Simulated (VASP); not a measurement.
Runs of VASP 6.6.1 on BN. The structure is that of space group F-43m (No. 216), or close to it. The cells are those of the table. 

| cell | gap on the mesh (eV) | pressure (GPa) | largest force (eV/Å) |
| --- | --- | --- | --- |
| a = 2.394, b = 2.394, c = 2.459 Å, angles 60.9, 60.9, 60.0°, 2 atoms | (a) | 67.4 | 0.38 |
| a = 2.497 Å, angles 60.0°, 2 atoms | 4.42 | (b) | - |
| a = 2.459, b = 2.459, c = 2.394 Å, angles 59.1, 59.1, 60.0°, 2 atoms | 4.36 | 67.4 | 0.59 |
| a = 2.362, b = 2.362, c = 2.495 Å, angles 61.8, 61.8, 60.0°, 2 atoms | (c) | 70.4 | 0.59 |
| a = 2.426 Å, angles 60.0°, 2 atoms | 4.52 | 66.3 | - |

Alike in all rows: task single point; level LDA; potentials or basis VASP PAW LDA potentials, release 64 (B, N); no spin polarisation; k mesh 12 × 12 × 12; cutoff (eV) 600; smearing gaussian 0.05 eV.

Question: Estimate the missing entries.

Answer: (a) 4.39; (b) 18.8; (c) 4.15.

Caveats: the cell stands under pressure.

A k mesh can miss the band edges.
